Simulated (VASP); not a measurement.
Input of a VASP 6.6.1 run:

INCAR

```
SYSTEM = PbCl2
PREC = Accurate
ENCUT = 520
EDIFF = 1E-6
ISMEAR = 0
SIGMA = 0.01
LREAL = .FALSE.
LASPH = .TRUE.
NELM = 150
ALGO = Normal
ISIF = 2
LWAVE = .FALSE.
LCHARG = .FALSE.
LNONCOLLINEAR = .TRUE.
MAGMOM = 0 0 0 0 0 0 0 0 0
LORBIT = 11
LSORBIT = .TRUE.
GGA_COMPAT = .FALSE.
LORBMOM = .TRUE.
GGA = PE
NBANDS = 41
```

The input KPOINTS:

```
Automatic mesh
0
G
  1 1 1
  0 0 0
```

Contents of POSCAR:

```
PbCl2
1.0
   12.7900000000      0.0000000000      0.0000000000
    0.0000000000      9.0000000000      0.0000000000
    0.0000000000      0.0000000000     10.6000000000
Pb Cl
1 2
Direct
    0.5000899100      0.5000000000      0.4245283000
    0.6483432400      0.5000000000      0.5757698100
    0.3518373700      0.5000000000      0.5757698100
```

Potentials or basis: VASP PAW PBE potentials, release 64 (Pb_d, Cl).

Launch:

```console
$ cat potpaw_PBE.64/Pb_d/POTCAR potpaw_PBE.64/Cl/POTCAR > POTCAR
$ mpirun -np 1 vasp_ncl > vasp.out
```

Q: What does it give for the net moment?

A: 0.00 μB per cell.

Q: Estimate the largest force.

A: 0.017 eV/Å.

Forces on the atoms (eV/Å):
```
Pb   0.000  0.000  0.017
Cl  -0.015  0.000 -0.009
Cl   0.015  0.000 -0.009
```
